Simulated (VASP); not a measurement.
**CsPbCl3: single point with LDA**

Crystal: CsPbCl3.

```
Cs Pb Cl
1.0
     5.60500    0.00000    0.00000
     0.00000    5.60500    0.00000
     0.00000    0.00000    5.60500
Cs Pb Cl
1 1 3
Direct
  0.00000 0.00000 0.00000
  0.50000 0.50000 0.50000
  0.50000 0.50000 0.00000
  0.00000 0.50000 0.50000
  0.50000 0.00000 0.50000
```

```
Program                : VASP 6.6.1
Task                   : single point
Functional             : LDA
Potentials or basis    : VASP PAW LDA potentials, release 64 (Cs_sv, Pb_d, Cl)
Cutoff                 : 500 eV
k mesh                 : 3 × 3 × 3
Occupations            : methfessel-paxton, width 0.01 eV
Spin                   : no spin polarisation
Dipole correction      : no
Further INCAR settings : ALGO = Normal; EDIFF = 1e-06; NBANDS = 30
```

```json
{"Pressure": "-1.5 GPa", "Band gap on the k mesh": "4.12 eV, direct"}
```

Levels at points of the mesh, in eV from the valence-band top:
```tsv
k point	band 19	band 20	band 21	band 22	band 23	band 24	band 25	band 26
(0.00, 0.00, 0.00)	-1.31	-1.20	-1.20	-1.20	4.29	5.33	5.33	6.30
```

Run time: 9.4 s on 1 thread of Intel(R) Xeon(R) 6975P-C (Granite Rapids) (shared host), peak memory 0.21 GiB.

Caveat: spin-orbit coupling is left out, which moves the levels of the heavy elements. A k mesh can miss the band edges.
